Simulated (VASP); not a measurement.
Set up this calculation in VASP 6.6.1, as the native input.

| Property | Result |
| --- | --- |
| Task | single point |
| Functional | PBEsol |
| Potentials or basis | VASP PAW PBE potentials, release 64 (Si, O) |
| Cutoff | 520 eV |
| k mesh | 6 × 6 × 9 |
| Occupations | fermi-dirac, width 0.03 eV |
| Spin | no spin polarisation |
| Dipole correction | no |
| Further INCAR settings | ALGO = Normal; EDIFF = 1e-06; NBANDS = 25 |

The structure of SiO2 lies in POSCAR:

```
SiO2
1.0
    4.1801000000      0.0000000000      0.0000000000
    0.0000000000      4.1801000000      0.0000000000
    0.0000000000      0.0000000000      2.6678000000
Si O
2 4
Direct
    0.0000000000      0.0000000000      0.0000000000
    0.5000000000      0.5000000000      0.5000000000
    0.3067000000      0.3067000000      0.0000000000
    0.1933000000      0.8067000000      0.5000000000
    0.6933000000      0.6933000000      0.0000000000
    0.8067000000      0.1933000000      0.5000000000
```

The input as run:

INCAR

```
PREC = Accurate
ENCUT = 520
EDIFF = 1E-6
ISMEAR = -1
SIGMA = 0.03
LREAL = F
LASPH = T
NELM = 100
ALGO = Normal
ISIF = 2
LWAVE = F
LCHARG = F
GGA = PS
NBANDS = 25
```

KPOINTS

```
Automatic mesh
0
Gamma
  6 6 9
```

Potentials or basis: VASP PAW PBE potentials, release 64 (Si, O).

Command:

```bash
$ cat potpaw_PBE.64/Si/POTCAR potpaw_PBE.64/O/POTCAR > POTCAR
$ mpirun -np 1 vasp_std > vasp.out
```

It gave:

```yaml
Pressure: 4.7 GPa
Largest_force: 0.235 eV/Å
Band_gap_on_the_k_mesh: 5.58 eV, direct
```

Caveat: the PAW data sets were made with another functional, which shifts forces and pressure a little.

It took 32 s on 1 thread of Intel(R) Xeon(R) Platinum 8259CL CPU @ 2.50GHz (Skylake/Cascade Lake), on a shared host, peak memory 0.17 GiB.
